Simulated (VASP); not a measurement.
# Be4Ga2C (P4mm) in VASP: further runs, part 2 of 2

VASP 6.6.1.

## Step 5: Single point, PBE

This run uses another cell than the first one, of 13.36 Å³/atom.

Input file INCAR:

```
SYSTEM = Be4Ga2C
PREC = Accurate ; ENCUT = 520
EDIFF = 1E-6 ; ISMEAR = 0
SIGMA = 0.1 ; LREAL = .FALSE.
LASPH = .TRUE. ; NELM = 80
ALGO = Normal ; ISIF = 2
LWAVE = .FALSE. ; LCHARG = .FALSE.
GGA = PE ; NBANDS = 28
```

Input file KPOINTS:

```
Automatic mesh
0
G
  8 8 10
  0 0 0
```

Input file POSCAR:

```
Be4Ga2C
1.0
    4.7172653687      0.0000000000      0.0000000000
    0.0000000000      4.7172653687      0.0000000000
    0.0000000000      0.0000000000      4.2031619708
Be Ga C
4 2 1
Direct
    0.2006156419      0.5000000000      0.1146653973
    0.7993843581      0.5000000000      0.1146653973
    0.5000000000      0.2006156419      0.1146653973
    0.5000000000      0.7993843581      0.1146653973
    0.5000000000      0.0000000000      0.6136285425
    0.0000000000      0.5000000000      0.6136285425
    0.0000000000      0.0000000000      0.9298607957
```

Potentials or basis: VASP PAW PBE potentials, release 64 (Be, Ga_d, C).

Command:

```console
> cat potpaw_PBE.64/Be/POTCAR potpaw_PBE.64/Ga_d/POTCAR potpaw_PBE.64/C/POTCAR > POTCAR
> mpirun -np 1 vasp_std > vasp.out
```

OUTCAR:

```text
SYSTEM = Be4Ga2C
   PREC = Accurate
   ENCUT = 520
   EDIFF = 1E-6
   ISMEAR = 0
   LREAL = .FALSE.
   LASPH = .TRUE.
   NELM = 80
   ISIF = 2
   GGA = PE

 ion  position               nearest neighbor table
   1  0.201  0.500  0.115-   2 1.89   3 2.00   4 2.00   6 2.30   6 2.31
   2  0.799  0.500  0.115-   1 1.89   3 2.00   4 2.00   6 2.30   6 2.31
   3  0.500  0.201  0.115-   4 1.89   2 2.00   1 2.00   5 2.30   5 2.31
   4  0.500  0.799  0.115-   3 1.89   2 2.00   1 2.00   5 2.30   5 2.31
   5  0.500  0.000  0.614-   3 2.30   4 2.30   3 2.31   4 2.31
   6  0.000  0.500  0.614-   1 2.30   2 2.30   1 2.31   2 2.31
   7  0.000  0.000  0.930-

  LATTYP: Found a simple tetragonal cell.
 ALAT       =     4.7172653687
 C/A-ratio  =     0.8910166468

  Lattice vectors:

 A1 = (   4.7172653687,   0.0000000000,   0.0000000000)
 A2 = (   0.0000000000,   4.7172653687,   0.0000000000)
 A3 = (   0.0000000000,   0.0000000000,   4.2031619708)

Analysis of symmetry for initial positions (statically):
=====================================================================
 Subroutine PRICEL returns:
 Original cell was already a primitive cell.

 Routine SETGRP: Setting up the symmetry group for a
 simple tetragonal supercell.

 Subroutine GETGRP returns: Found  8 space group operations
 (whereof  8 operations were pure point group operations)
 out of a pool of 16 trial point group operations.

The static configuration has the point symmetry C_4v.

Analysis of symmetry for dynamics (positions and initial velocities):
=====================================================================
 Subroutine PRICEL returns:
 Original cell was already a primitive cell.

 Routine SETGRP: Setting up the symmetry group for a
 simple tetragonal supercell.

 Subroutine GETGRP returns: Found  8 space group operations
[... 134 lines left out ...]
  volume/ion in A,a.u.               =      13.36        90.17
  Fermi-wavevector in a.u.,A,eV,Ry     =   1.212506  2.291303 20.002878  1.470170
  Thomas-Fermi vector in A             =   2.347988
   LORBIT       =      0    0 simple, 1 ext, 2 COOP (PROOUT), +10 PAW based schemes
   GGA     = PE    functional components
   LHFCALC =     F    Hartree Fock is set to
   AEXX    =    0.0000 exact exchange contribution
   IVDW    =     0    specifies the selected vdW correction
   LEPSILON=     F    determine dielectric tensor
   LRPA    =     F    only Hartree local field effects (RPA)
 non-spin polarized calculation
 Gauss-broadening in eV      SIGMA  =   0.10
  energy-cutoff  :      520.00
  volume of cell :       93.53
 maximum number of plane-waves:      2540
 NGX is ok and might be reduce to    36
   NGX = 17   NGY = 17   NGZ = 15

 number of electron      37.9999977 magnetization

 Free energy of the ion-electron system (eV)
  ---------------------------------------------------
  ext. energy  EPLUGINS =         0.00000000
  ---------------------------------------------------
  free energy    TOTEN  =       -21.31289101 eV

  energy without entropy =      -21.30111830  energy(sigma->0) =      -21.30700466

 E-fermi :   4.0652     XC(G=0): -10.0566

 val. band max:        4.0594812965   @ k =   0.3750   0.0000   0.5000
 cond. band min:       4.0691473080   @ k =   0.2500   0.1250   0.1000
 fundamental gap:      0.0096660115
 Fermi energy:         4.0652074456

 k-point     1 :       0.0000    0.0000    0.0000
  band No.  band energies     occupation
      1     -10.7071      2.00000
      2     -10.6859      2.00000
      3     -10.6516      2.00000
      4     -10.6319      2.00000
      5     -10.6319      2.00000
      6     -10.6078      2.00000
[... 733 lines left out ...]
     27       9.1230      0.00000
     28       9.4468      0.00000

 [... further k-points ...]

------------------------ aborting loop because EDIFF is reached ----------------------------------------

  FORCE on cell =-STRESS in cart. coord.  units (eV):
  Direction    XX          YY          ZZ          XY          YZ          ZX
  --------------------------------------------------------------------------------------
  -------------------------------------------------------------------------------------
  Total        0.0156512      0.0156512      0.0706981      0.0000000     -0.0000000      0.0000000
  in kB        0.2681037      0.2681037      1.2110495      0.0000000     -0.0000000      0.0000000
  external PRESSURE =       0.5824189 kB  Pullay stress =       0.0000000 kB

 VOLUME and BASIS-vectors are now :
 -----------------------------------------------------------------------------
  energy-cutoff  :      520.00
  volume of cell :       93.53
      direct lattice vectors                 reciprocal lattice vectors
     4.717265369  0.000000000  0.000000000     0.211987226  0.000000000  0.000000000
     0.000000000  4.717265369  0.000000000     0.000000000  0.211987226  0.000000000
     0.000000000  0.000000000  4.203161971     0.000000000  0.000000000  0.237916123

 POSITION                                       TOTAL-FORCE (eV/Angst)
 -----------------------------------------------------------------------------------
      0.94636      2.35863      0.48196        -0.000248      0.000000      0.000529
      3.77091      2.35863      0.48196         0.000248      0.000000      0.000529
      2.35863      0.94636      0.48196         0.000000     -0.000248      0.000529
      2.35863      3.77091      0.48196        -0.000000      0.000248      0.000529
      2.35863      0.00000      2.57918        -0.000000      0.000000     -0.001646
      0.00000      2.35863      2.57918        -0.000000     -0.000000     -0.001646
      0.00000      0.00000      3.90836         0.000000      0.000000      0.001175
 -----------------------------------------------------------------------------------
    total drift:                                0.000000      0.000000      0.000361

  FREE ENERGIE OF THE ION-ELECTRON SYSTEM (eV)
  ---------------------------------------------------
  free  energy   TOTEN  =       -21.3128910099 eV

  energy  without entropy=      -21.3011183038  energy(sigma->0) =      -21.30700466
```

OSZICAR:

```text
N       E                     dE             d eps       ncg     rms          rms(c)
DAV:   1     0.231281095031E+03    0.23128E+03   -0.17062E+04  5144   0.185E+03
DAV:   2     0.549564859910E+01   -0.22579E+03   -0.21824E+03  5376   0.433E+02
DAV:   3    -0.219243346854E+02   -0.27420E+02   -0.26741E+02  6356   0.117E+02
DAV:   4    -0.230112955454E+02   -0.10870E+01   -0.10674E+01  6192   0.228E+01
DAV:   5    -0.230359936159E+02   -0.24698E-01   -0.24655E-01  6184   0.338E+00    0.492E+00
DAV:   6    -0.214859261089E+02    0.15501E+01   -0.43038E+00  6396   0.152E+01    0.244E+00
DAV:   7    -0.213503023628E+02    0.13562E+00   -0.11258E+00  6680   0.432E+00    0.126E+00
DAV:   8    -0.213152232077E+02    0.35079E-01   -0.22822E-01  5892   0.230E+00    0.597E-01
DAV:   9    -0.213135070477E+02    0.17162E-02   -0.31939E-02  6372   0.122E+00    0.217E-01
DAV:  10    -0.213128252263E+02    0.68182E-03   -0.63669E-03  6516   0.488E-01    0.622E-02
DAV:  11    -0.213128734492E+02   -0.48223E-04   -0.73681E-04  6172   0.156E-01    0.173E-02
DAV:  12    -0.213128883715E+02   -0.14922E-04   -0.54189E-05  6172   0.456E-02    0.685E-03
DAV:  13    -0.213128909547E+02   -0.25832E-05   -0.33767E-06  5000   0.976E-03    0.197E-03
DAV:  14    -0.213128910099E+02   -0.55223E-07   -0.33668E-07  3472   0.428E-03
   1 F= -.21312891E+02 E0= -.21307005E+02  d E =-.117727E-01
```

Wall time 4.2 min (1 thread of Intel Xeon 8259CL, shared host); peak memory 0.34 GiB.

What came out:

* Free energy: -21.3129 eV
* Pressure: 0.1 GPa
* Band gap on the k mesh: zero (bands 19 and 20 overlap by 2.65 eV)

Stress tensor (GPa, compression positive):
```
0.03 0.00 0.00
0.00 0.03 0.00
0.00 0.00 0.12
```

Levels at points of the mesh, in eV from the Fermi level:
| k point | band 16 | band 17 | band 18 | band 19 | band 20 | band 21 | band 22 | band 23 |
| --- | --- | --- | --- | --- | --- | --- | --- | --- |
| (0.00, 0.00, 0.00) | -3.00 | -2.64 | -1.02 | 0.40 | 1.07 | 1.07 | 1.80 | 3.03 |
| (0.50, 0.00, 0.00) | -2.29 | -1.65 | -1.51 | -0.76 | 0.65 | 0.92 | 2.02 | 3.51 |
| (0.50, 0.50, 0.00) | -1.72 | -0.93 | -0.13 | 1.08 | 1.08 | 1.26 | 1.56 | 2.21 |
| (0.00, 0.00, 0.50) | -3.06 | -3.06 | -1.98 | -0.80 | -0.80 | 0.20 | 2.13 | 2.39 |
| (0.50, 0.00, 0.50) | -2.94 | -2.65 | -0.56 | 0.06 | 0.33 | 0.40 | 1.21 | 1.78 |
| (0.50, 0.50, 0.50) | -4.86 | -3.34 | -3.13 | 1.85 | 1.85 | 2.01 | 2.78 | 2.78 |

## Step 6: Overview

```tsv
task	cell	k mesh	cutoff (eV)	gap on the mesh (eV)	pressure (GPa)	largest force (eV/Å)
single point	a = 4.517, b = 4.517, c = 3.693 Å, 7 atoms, atomic positions A	4 × 4 × 6	520	none	61.8	14.76
single point	a = 4.752, b = 4.752, c = 4.172 Å, 7 atoms, atomic positions B	4 × 4 × 6	520	none	0.1	0.01
relaxation of cell and atoms	relaxed from a = 4.517, b = 4.517, c = 3.693 Å, 7 atoms, atomic positions A	4 × 4 × 6	600	none	0.1	0.01
single point	a = 4.717, b = 4.717, c = 4.203 Å, 7 atoms, atomic positions C	8 × 8 × 10	520	none	0.1	-
```

Alike in all rows: level PBE; potentials or basis VASP PAW PBE potentials, release 64 (Be, Ga_d, C); no spin polarisation; smearing gaussian 0.1 eV.

Caveats: the stress differs along the axes, from 56 to 73 GPa (at least some runs); forces of over 1 eV/Å act on the atoms, so gaps and moduli don't describe the material at rest (at least some runs); the volume moved by over 15 % at a fixed basis, so the end points are rough (at least some runs).

Absolute energies hang on the potentials; compare differences alone.

The gap in the log of VASP goes by the Fermi energy; the results here count the filled bands.